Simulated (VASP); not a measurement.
**CdSiN2: single point with r2SCAN**

CdSiN2:

```
Cd N Si
1.0
     2.91384    0.00000    0.00000
     0.00000    2.91384    0.00000
     0.00000    0.00000    4.90787
Cd N Si
1 2 1
Direct
  0.00000 0.00000 0.00000
  0.00000 0.50000 0.31667
  0.50000 0.00000 0.68333
  0.50000 0.50000 0.50000
```

This cell differs from its parent crystal: strain -4.0%.

```
Program                : VASP 6.6.1
Task                   : single point
Functional             : r2SCAN
Potentials or basis    : VASP PAW PBE potentials, release 64 (Cd_sv_GW, N, Si)
Cutoff                 : 660 eV
k mesh                 : 8 × 8 × 6
Occupations            : gaussian, width 0.01 eV
Spin                   : no spin polarisation
Dipole correction      : no
Further INCAR settings : ALGO = Normal; EDIFF = 1e-06; NBANDS = 25
```

```
Pressure               : 30.7 GPa
Largest force          : 0.009 eV/Å
Band gap on the k mesh : 2.26 eV
```

Forces in eV/Å, atoms in the order of the input:
```
Cd   0.000  0.000  0.000
N    0.000  0.000 -0.009
N    0.000  0.000  0.009
Si   0.000  0.000  0.000
```

Stress tensor (GPa, compression positive):
```
29.78  0.00  0.00
 0.00 29.78  0.00
 0.00  0.00 32.66
```

Levels at points of the mesh, in eV from the valence-band top:
| k point | band 13 | band 14 | band 15 | band 16 | band 17 | band 18 | band 19 | band 20 | band 21 | band 22 |
| --- | --- | --- | --- | --- | --- | --- | --- | --- | --- | --- |
| (0.00, 0.00, 0.00) | -4.34 | -4.34 | -2.78 | 0.00 | 0.00 | 2.26 | 5.41 | 7.99 | 12.59 | 12.64 |
| (0.50, 0.00, 0.00) | -5.56 | -3.64 | -3.40 | -3.28 | -0.15 | 5.05 | 6.61 | 7.03 | 10.90 | 11.78 |
| (0.50, 0.50, 0.00) | -5.64 | -4.12 | -2.62 | -2.62 | -2.06 | 3.46 | 3.46 | 8.29 | 8.37 | 12.45 |
| (0.00, 0.00, 0.50) | -4.14 | -3.83 | -3.83 | -0.60 | -0.60 | 4.65 | 4.97 | 5.81 | 9.66 | 13.39 |
| (0.50, 0.00, 0.50) | -5.68 | -3.44 | -1.98 | -1.57 | 0.00 | 4.24 | 5.31 | 7.69 | 10.39 | 10.92 |
| (0.50, 0.50, 0.50) | -4.99 | -4.95 | -3.75 | -3.75 | -1.95 | 6.44 | 6.44 | 8.81 | 8.81 | 10.02 |

It took 4.3 min on 1 thread of Intel(R) Xeon(R) Platinum 8375C CPU @ 2.90GHz (Ice Lake), on a shared host, peak memory 0.25 GiB.

Caveat: the cell differs from its parent crystal (strain -4.0%); the cell stands under pressure; the PAW data sets were made with another functional, which shifts forces and pressure a little. A k mesh can miss the band edges.
